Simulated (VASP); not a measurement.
# Ga (Fd-3m) in VASP: a series of runs

Runs on Ga. Level: LDA. Tasks: single point.

All numbers are computed with VASP 6.6.1; they aren't measurements. Logs are shortened: lines on timing, memory, paths and dates and some standing lists are left out, and cuts for length are marked.

### 1 The cell of the first run

The structure is cubic, space group Fd-3m (No. 227). The conventional cell has a = 4.366 Å, b = 4.366 Å, c = 4.366 Å, α = 90.00°, β = 90.00°, γ = 90.00°. Ga (site symmetry -43m) has 4 Ga at 1.89 Å within 2.5 Å.

### 2 Single point, LDA

The input, INCAR:

```
SYSTEM = Ga
ALGO = Normal ; EDIFF = 1E-7
ENCUT = 520 ; GGA = CA
ISIF = 2 ; ISMEAR = -1
LASPH = .TRUE. ; LCHARG = .FALSE.
LREAL = .FALSE. ; LWAVE = .FALSE.
NBANDS = 20 ; NELM = 80
PREC = Accurate ; SIGMA = 0.1
```

The input, KPOINTS:

```
k-points
0
G
  15 15 15
  0 0 0
```

The input, POSCAR:

```
Ga
1.0
    0.0000000000      2.1829748314      2.1829748314
    2.1829748314      0.0000000000      2.1829748314
    2.1829748314      2.1829748314      0.0000000000
Ga
2
Direct
   -0.1250000000     -0.1250000000     -0.1250000000
    0.1250000000      0.1250000000      0.1250000000
```

Potentials or basis: VASP PAW LDA potentials, release 64 (Ga_d).

Command:

```sh
cat potpaw_LDA.64/Ga_d/POTCAR > POTCAR
mpirun -np 1 vasp_std > vasp.out
```

OUTCAR:

```text
SYSTEM = Ga
   EDIFF = 1E-7
   ENCUT = 520
   GGA = CA
   ISIF = 2
   ISMEAR = -1
   LASPH = .TRUE.
   LREAL = .FALSE.
   NELM = 80
   PREC = Accurate

 ion  position               nearest neighbor table
   1  0.875  0.875  0.875-   2 1.89   2 1.89   2 1.89   2 1.89
   2  0.125  0.125  0.125-   1 1.89   1 1.89   1 1.89   1 1.89

  LATTYP: Found a face centered cubic cell.
 ALAT       =     4.3659496628

  Lattice vectors:

 A1 = (   0.0000000000,   2.1829748314,   2.1829748314)
 A2 = (   2.1829748314,   0.0000000000,   2.1829748314)
 A3 = (   2.1829748314,   2.1829748314,   0.0000000000)

Analysis of symmetry for initial positions (statically):
=====================================================================
 Subroutine PRICEL returns:
 Original cell was already a primitive cell.

 Routine SETGRP: Setting up the symmetry group for a
 face centered cubic supercell.

 Subroutine GETGRP returns: Found 48 space group operations
 (whereof 12 operations were pure point group operations)
 out of a pool of 48 trial point group operations.

The static configuration has the point symmetry D_3d.
 The point group associated with its full space group is O_h .

Analysis of symmetry for dynamics (positions and initial velocities):
=====================================================================
 Subroutine PRICEL returns:
 Original cell was already a primitive cell.

 Routine SETGRP: Setting up the symmetry group for a
 face centered cubic supercell.

 Subroutine GETGRP returns: Found 48 space group operations
 (whereof 12 operations were pure point group operations)
 out of a pool of 48 trial point group operations.

The dynamic configuration has the point symmetry D_3d.
 The point group associated with its full space group is O_h .

 Subroutine INISYM returns: Found 48 space group operations
 (whereof 12 operations are pure point group operations),
 and found     1 'primitive' translations

----------------------------------------------------------------------------------------

                                     Primitive cell

  volume of cell :      20.8054

  direct lattice vectors                    reciprocal lattice vectors
     0.000000000  2.182974831  2.182974831    -0.229045243  0.229045243  0.229045243
     2.182974831  0.000000000  2.182974831     0.229045243 -0.229045243  0.229045243
     2.182974831  2.182974831  0.000000000     0.229045243  0.229045243 -0.229045243

  length of vectors
     3.087192613  3.087192613  3.087192613     0.396717998  0.396717998  0.396717998

  position of ions in fractional coordinates (direct lattice)
     0.875000000  0.875000000  0.875000000
[... 72 lines left out ...]
   ISPIN  =      1    spin polarized calculation?
   LNONCOLLINEAR =      F non collinear calculations
   LSORBIT =      F    spin-orbit coupling
   LASPH  =      T    aspherical Exc in radial PAW
   ENCUT  =  520.0 eV  38.22 Ry    6.18 a.u.   5.74  5.74  5.74*2*pi/ulx,y,z
   NELM   =     80;   NELMIN=  2; NELMDL= -5     # of ELM steps
   EDIFF  = 0.1E-06   stopping-criterion for ELM
   LREAL  =      F    real-space projection
   EDIFFG = 0.1E-05   stopping-criterion for IOM
   NSW    =      0    number of steps for IOM
   IBRION =     -1    ionic relax: 0-MD 1-quasi-New 2-CG
   NFREE  =      0    steps in history (QN), initial steepest desc. (CG)
   ISIF   =      2    stress and relaxation
   ISYM   =      2    0-nonsym 1-usesym 2-fastsym
   POTIM  = 0.5000    time-step for ionic-motion
   TEBEG  =    0.0;   TEEND  =   0.0 temperature during run
   PSTRESS=    0.0 pullay stress
   NELECT =      26.0000    total number of electrons
   NUPDOWN=      -1.0000    fix difference up-down
   EMIN   =  10.00;   EMAX   =-10.00  energy-range for DOS
   EFERMI =   0.00;   METHOD = LEGACY
   ISMEAR =    -1;   SIGMA  =   0.10  broadening in eV -4-tet -1-fermi 0-gaus
   EFERMI_NEDOS =   21; number of points for ismear=-14 and -15
   IALGO  =     38    algorithm
   IMIX   =      4    mixing-type and parameters
     AMIX     =   0.40;   BMIX     =  1.00
     AMIX_MAG =   1.60;   BMIX_MAG =  1.00
  volume/ion in A,a.u.               =      10.40        70.20
  Fermi-wavevector in a.u.,A,eV,Ry     =   1.763358  3.332264 42.306395  3.109432
  Thomas-Fermi vector in A             =   2.831550
   LORBIT       =      0    0 simple, 1 ext, 2 COOP (PROOUT), +10 PAW based schemes
   GGA     = CA    functional components
   LHFCALC =     F    Hartree Fock is set to
   AEXX    =    0.0000 exact exchange contribution
   IVDW    =     0    specifies the selected vdW correction
   LEPSILON=     F    determine dielectric tensor
   LRPA    =     F    only Hartree local field effects (RPA)
 non-spin polarized calculation
  energy-cutoff  :      520.00
  volume of cell :       20.81
 maximum number of plane-waves:       572
   NGX = 11   NGY = 11   NGZ = 11

 number of electron      25.9999982 magnetization

 Free energy of the ion-electron system (eV)
  ---------------------------------------------------
  ext. energy  EPLUGINS =         0.00000000
  ---------------------------------------------------
  free energy    TOTEN  =         2.53926153 eV

  energy without entropy =        2.56036982  energy(sigma->0) =        2.54981568

 E-fermi :  11.9402     XC(G=0): -14.4551

 val. band max:       11.9261687738   @ k =   0.3333   0.2667   0.0000
 cond. band min:      11.9504665208   @ k =  -0.2000   0.3333   0.1333
 fundamental gap:      0.0242977469
 Fermi energy:        11.9402268734

 k-point     1 :       0.0000    0.0000    0.0000
  band No.  band energies     occupation
      1      -5.9976      2.00000
      2      -5.9976      2.00000
      3      -5.9976      2.00000
      4      -5.9501      2.00000
      5      -5.9501      2.00000
      6      -4.4673      2.00000
[... 541 lines left out ...]
     19      28.0917      0.00000
     20      28.4924      0.00000

 [... further k-points ...]
[... 5 lines left out ...]
  --------------------------------------------------------------------------------------
  -------------------------------------------------------------------------------------
  Total       31.9052317     31.9052317     31.9052317      0.0000000     -0.0000000     -0.0000000
  in kB     2456.9499141   2456.9499141   2456.9499141      0.0000000     -0.0000000     -0.0000000
  external PRESSURE =    2456.9499141 kB  Pullay stress =       0.0000000 kB

 VOLUME and BASIS-vectors are now :
 -----------------------------------------------------------------------------
  energy-cutoff  :      520.00
  volume of cell :       20.81
      direct lattice vectors                 reciprocal lattice vectors
     0.000000000  2.182974831  2.182974831    -0.229045243  0.229045243  0.229045243
     2.182974831  0.000000000  2.182974831     0.229045243 -0.229045243  0.229045243
     2.182974831  2.182974831  0.000000000     0.229045243  0.229045243 -0.229045243

 POSITION                                       TOTAL-FORCE (eV/Angst)
 -----------------------------------------------------------------------------------
      3.82021      3.82021      3.82021        -0.000000     -0.000000     -0.000000
      0.54574      0.54574      0.54574         0.000000      0.000000      0.000000
 -----------------------------------------------------------------------------------
    total drift:                                0.000000      0.000000      0.000000

  FREE ENERGIE OF THE ION-ELECTRON SYSTEM (eV)
  ---------------------------------------------------
  free  energy   TOTEN  =         2.5392615264 eV

  energy  without entropy=        2.5603698241  energy(sigma->0) =        2.54981568
```

stdout:

```text
POSCAR found type information on POSCAR Ga
 POSCAR found :  1 types and       2 ions
 scaLAPACK will be used
 LDA part: xc-table for (Slater(with rela. corr.)+CA(PZ))
 , standard interpolation
 POSCAR, INCAR and KPOINTS ok, starting setup
 FFT: planning ... GRIDC
 FFT: planning ... GRID_SOFT
 FFT: planning ... GRID
 WAVECAR not read
 entering main loop
```

Wall time 79 s (1 thread of AMD EPYC 7R13, shared host); peak memory 0.13 GiB.

What came out:

```yaml
Free_energy: 2.5393 eV
Pressure: 245.7 GPa
Band_gap_on_the_k_mesh: zero (band 13 reaches 18.86 eV, above the bottom of band 14 at 8.12 eV)
```

### 3 Single point, LDA

The input, INCAR:

```
SYSTEM = Ga
PREC = Accurate
ENCUT = 520
EDIFF = 1E-7
ISMEAR = -1
SIGMA = 0.1
LREAL = .False.
LASPH = .True.
NELM = 60
ALGO = Normal
ISIF = 2
LWAVE = .False.
LCHARG = .True.
LELF = .True.
LVHAR = .True.
NBANDS = 20
```

The input, KPOINTS:

```
regular mesh
0
Gamma
  15 15 15
  0 0 0
```

The input, POSCAR:

```
Ga
1.0
    0.0000000000      2.1844160737      2.1844160737
    2.1844160737      0.0000000000      2.1844160737
    2.1844160737      2.1844160737      0.0000000000
Ga
2
Direct
   -0.1250000000     -0.1250000000     -0.1250000000
    0.1250000000      0.1250000000      0.1250000000
```

Potentials or basis: VASP PAW LDA potentials, release 64 (Ga_d).

Command:

```sh
cat potpaw_LDA.64/Ga_d/POTCAR > POTCAR
mpirun -np 1 vasp_std > vasp.out
```

OUTCAR:

```text
SYSTEM = Ga
   PREC = Accurate
   ENCUT = 520
   EDIFF = 1E-7
   ISMEAR = -1
   LREAL = .False.
   LASPH = .True.
   NELM = 60
   ISIF = 2

 ion  position               nearest neighbor table
   1  0.875  0.875  0.875-   2 1.89   2 1.89   2 1.89   2 1.89
   2  0.125  0.125  0.125-   1 1.89   1 1.89   1 1.89   1 1.89

  LATTYP: Found a face centered cubic cell.
 ALAT       =     4.3688321474

  Lattice vectors:

 A1 = (   0.0000000000,   2.1844160737,   2.1844160737)
 A2 = (   2.1844160737,   0.0000000000,   2.1844160737)
 A3 = (   2.1844160737,   2.1844160737,   0.0000000000)

Analysis of symmetry for initial positions (statically):
=====================================================================
 Subroutine PRICEL returns:
 Original cell was already a primitive cell.

 Routine SETGRP: Setting up the symmetry group for a
 face centered cubic supercell.

 Subroutine GETGRP returns: Found 48 space group operations
 (whereof 12 operations were pure point group operations)
 out of a pool of 48 trial point group operations.

The static configuration has the point symmetry D_3d.
 The point group associated with its full space group is O_h .

Analysis of symmetry for dynamics (positions and initial velocities):
=====================================================================
 Subroutine PRICEL returns:
 Original cell was already a primitive cell.

 Routine SETGRP: Setting up the symmetry group for a
 face centered cubic supercell.

 Subroutine GETGRP returns: Found 48 space group operations
 (whereof 12 operations were pure point group operations)
 out of a pool of 48 trial point group operations.

The dynamic configuration has the point symmetry D_3d.
 The point group associated with its full space group is O_h .

 Subroutine INISYM returns: Found 48 space group operations
[... 102 lines left out ...]
   NFREE  =      0    steps in history (QN), initial steepest desc. (CG)
   ISIF   =      2    stress and relaxation
   ISYM   =      2    0-nonsym 1-usesym 2-fastsym
   POTIM  = 0.5000    time-step for ionic-motion
   TEBEG  =    0.0;   TEEND  =   0.0 temperature during run
   PSTRESS=    0.0 pullay stress
   NELECT =      26.0000    total number of electrons
   NUPDOWN=      -1.0000    fix difference up-down
   EMIN   =  10.00;   EMAX   =-10.00  energy-range for DOS
   EFERMI =   0.00;   METHOD = LEGACY
   ISMEAR =    -1;   SIGMA  =   0.10  broadening in eV -4-tet -1-fermi 0-gaus
   EFERMI_NEDOS =   21; number of points for ismear=-14 and -15
   IALGO  =     38    algorithm
   IMIX   =      4    mixing-type and parameters
     AMIX     =   0.40;   BMIX     =  1.00
     AMIX_MAG =   1.60;   BMIX_MAG =  1.00
  volume/ion in A,a.u.               =      10.42        70.34
  Fermi-wavevector in a.u.,A,eV,Ry     =   1.762195  3.330065 42.250587  3.105331
  Thomas-Fermi vector in A             =   2.830615
   LORBIT       =      0    0 simple, 1 ext, 2 COOP (PROOUT), +10 PAW based schemes
   GGA     = CA    functional components
   LHFCALC =     F    Hartree Fock is set to
   AEXX    =    0.0000 exact exchange contribution
   IVDW    =     0    specifies the selected vdW correction
   LEPSILON=     F    determine dielectric tensor
   LRPA    =     F    only Hartree local field effects (RPA)
 non-spin polarized calculation
  energy-cutoff  :      520.00
  volume of cell :       20.85
 maximum number of plane-waves:       572
   NGX = 11   NGY = 11   NGZ = 11

 number of electron      25.9999983 magnetization

 Free energy of the ion-electron system (eV)
  ---------------------------------------------------
  ext. energy  EPLUGINS =         0.00000000
  ---------------------------------------------------
  free energy    TOTEN  =         2.47623280 eV

  energy without entropy =        2.49740216  energy(sigma->0) =        2.48681748

 E-fermi :  11.9065     XC(G=0): -14.4423

 val. band max:       11.8936576486   @ k =   0.3333   0.2667   0.0000
 cond. band min:      11.9174358803   @ k =  -0.2000   0.3333   0.1333
 fundamental gap:      0.0237782317
 Fermi energy:        11.9064523978

 k-point     1 :       0.0000    0.0000    0.0000
  band No.  band energies     occupation
      1      -6.0163      2.00000
      2      -6.0163      2.00000
      3      -6.0163      2.00000
      4      -5.9682      2.00000
      5      -5.9682      2.00000
      6      -4.4778      2.00000
[... 541 lines left out ...]
     19      28.0456      0.00000
     20      28.4470      0.00000

 [... further k-points ...]
[... 5 lines left out ...]
  --------------------------------------------------------------------------------------
  -------------------------------------------------------------------------------------
  Total       31.7399197     31.7399197     31.7399197      0.0000000     -0.0000000     -0.0000000
  in kB     2439.3848355   2439.3848355   2439.3848355      0.0000000     -0.0000000     -0.0000000
  external PRESSURE =    2439.3848355 kB  Pullay stress =       0.0000000 kB

 VOLUME and BASIS-vectors are now :
 -----------------------------------------------------------------------------
  energy-cutoff  :      520.00
  volume of cell :       20.85
      direct lattice vectors                 reciprocal lattice vectors
     0.000000000  2.184416074  2.184416074    -0.228894122  0.228894122  0.228894122
     2.184416074  0.000000000  2.184416074     0.228894122 -0.228894122  0.228894122
     2.184416074  2.184416074  0.000000000     0.228894122  0.228894122 -0.228894122

 POSITION                                       TOTAL-FORCE (eV/Angst)
 -----------------------------------------------------------------------------------
      3.82273      3.82273      3.82273        -0.000000      0.000000     -0.000000
      0.54610      0.54610      0.54610         0.000000     -0.000000      0.000000
 -----------------------------------------------------------------------------------
    total drift:                                0.000000      0.000000      0.000000

  FREE ENERGIE OF THE ION-ELECTRON SYSTEM (eV)
  ---------------------------------------------------
  free  energy   TOTEN  =         2.4762327958 eV

  energy  without entropy=        2.4974021580  energy(sigma->0) =        2.48681748
```

OSZICAR:

```text
N       E                     dE             d eps       ncg     rms          rms(c)
DAV:   1     0.133961504420E+03    0.13396E+03   -0.12639E+04  5548   0.289E+03
DAV:   2     0.116900890383E+02   -0.12227E+03   -0.11820E+03  4824   0.400E+02
DAV:   3     0.225049277724E+01   -0.94396E+01   -0.93830E+01  5336   0.953E+01
DAV:   4     0.212315738951E+01   -0.12734E+00   -0.12728E+00  5452   0.112E+01
DAV:   5     0.212109547989E+01   -0.20619E-02   -0.20618E-02  5820   0.137E+00    0.439E+00
DAV:   6     0.235963954797E+01    0.23854E+00   -0.87399E-02  5864   0.795E+00    0.238E+00
DAV:   7     0.247380366960E+01    0.11416E+00   -0.48108E-02  5884   0.394E+00    0.299E-01
DAV:   8     0.247635034094E+01    0.25467E-02   -0.19704E-02  5368   0.181E+00    0.489E-02
DAV:   9     0.247623150372E+01   -0.11884E-03   -0.12717E-03  6672   0.327E-01    0.426E-02
DAV:  10     0.247619738566E+01   -0.34118E-04   -0.18278E-04  6144   0.290E-01    0.345E-02
DAV:  11     0.247623142443E+01    0.34039E-04   -0.64445E-05  6356   0.200E-01    0.710E-03
DAV:  12     0.247623254699E+01    0.11226E-05   -0.38827E-06  6900   0.296E-02    0.309E-03
DAV:  13     0.247623280282E+01    0.25583E-06   -0.48323E-07  5036   0.145E-02    0.372E-04
DAV:  14     0.247623279576E+01   -0.70595E-08   -0.10322E-07  4192   0.283E-03
   1 F= 0.24762328E+01 E0= 0.24868175E+01  d E =-.211694E-01
```

stdout:

```text
POSCAR found type information on POSCAR Ga
 POSCAR found :  1 types and       2 ions
 scaLAPACK will be used
 LDA part: xc-table for (Slater(with rela. corr.)+CA(PZ))
 , standard interpolation
 POSCAR, INCAR and KPOINTS ok, starting setup
 FFT: planning ... GRIDC
 FFT: planning ... GRID_SOFT
 FFT: planning ... GRID
 WAVECAR not read
 entering main loop
```

It took 80 s on 1 thread of AMD EPYC 7R13, shared host; peak memory 0.13 GiB.

What came out:

```yaml
Free_energy: 2.4762 eV
Pressure: 243.9 GPa
Band_gap_on_the_k_mesh: zero (band 13 reaches 18.81 eV, above the bottom of band 14 at 8.09 eV)
```
